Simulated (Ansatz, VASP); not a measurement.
## GaN: VASP beside Ansatz

File INCAR:

```
SYSTEM = GaN
ALGO     = Normal         ! electronic algorithm
EDIFF    = 1E-6           ! SCF threshold, eV
ENCUT    = 520            ! plane-wave cutoff, eV
GGA      = PS             ! functional
ISIF     = 2              ! what is computed and relaxed
ISMEAR   = 0              ! smearing method
LASPH    = .True.         ! aspherical terms in the spheres
LCHARG   = .False.        ! write CHGCAR
LREAL    = .False.        ! projectors in reciprocal space
LWAVE    = .False.        ! write WAVECAR
NBANDS   = 16             ! bands
NELM     = 100            ! most SCF steps
PREC     = Accurate       ! precision mode
SIGMA    = 0.02           ! smearing width, eV
```

The input KPOINTS:

```
k-points
0
Gamma
  10 10 10
  0 0 0
```

The input POSCAR:

```
GaN
1.0
    0.0000000000      2.2535006075      2.2535006075
    2.2535006075      0.0000000000      2.2535006075
    2.2535006075      2.2535006075      0.0000000000
Ga N
1 1
Direct
    0.0136165927     -0.0074572867      0.0052518291
    0.7500000000      0.7500000000      0.7500000000
```

Input for Ansatz:

```yaml
crystal:
  lattice:
    - [0.0, 2.2535006075, 2.2535006075]
    - [2.2535006075, 0.0, 2.2535006075]
    - [2.2535006075, 2.2535006075, 0.0]
  atoms:
    - { symbol: Ga, position: [0.0136165927, -0.0074572867, 0.0052518291] }
    - { symbol: "N", position: [0.75, 0.75, 0.75] }
basis:
  ecutwfc: 420
kpoints:
  mp_grid: { grid: [10, 10, 10] }
hamiltonian:
  xc: pbesol
scf:
  occupations: { method: gaussian, width: 0.02 }
output:
  forces: true
  stress: true
  eigenvalues: true
```

Change from the starting cell: one atom moved.

Alike in both runs: task single point; functional PBEsol; k mesh 10 × 10 × 10; occupations gaussian, width 0.02 eV; no spin polarisation.

|  | VASP | Ansatz |
| --- | --- | --- |
| version | VASP 6.6.1 | Ansatz 0.2.0 |
| potentials or method | VASP PAW PBE potentials, release 64 (Ga_d, N), cutoff 520 eV | scalar-relativistic, plane waves, PAW |
| valence electrons in the cell | 18 | 18 |

VASP gave:

* gap on the k mesh at the Fermi level (eV): 1.60
* least direct gap on the mesh (eV): 1.60
* pressure (GPa): -1.1
* traceless stress, the component that is largest in VASP (GPa): -2.37
* rms of the force components (eV/Å): 0.318

Task: What did Ansatz give for the same quantities?

Result: gap on the k mesh at the Fermi level (eV): 1.58; least direct gap on the mesh (eV): 1.58; pressure (GPa): -0.9; traceless stress, the component that is largest in VASP (GPa): -2.43; rms of the force components (eV/Å): 0.322.

VASP's potentials were made for PBE, not for PBEsol. Atom by atom the forces differ by 0.005 eV/Å (rms over components). The functional is the same, so the differences come from potentials, cutoffs and numerics.
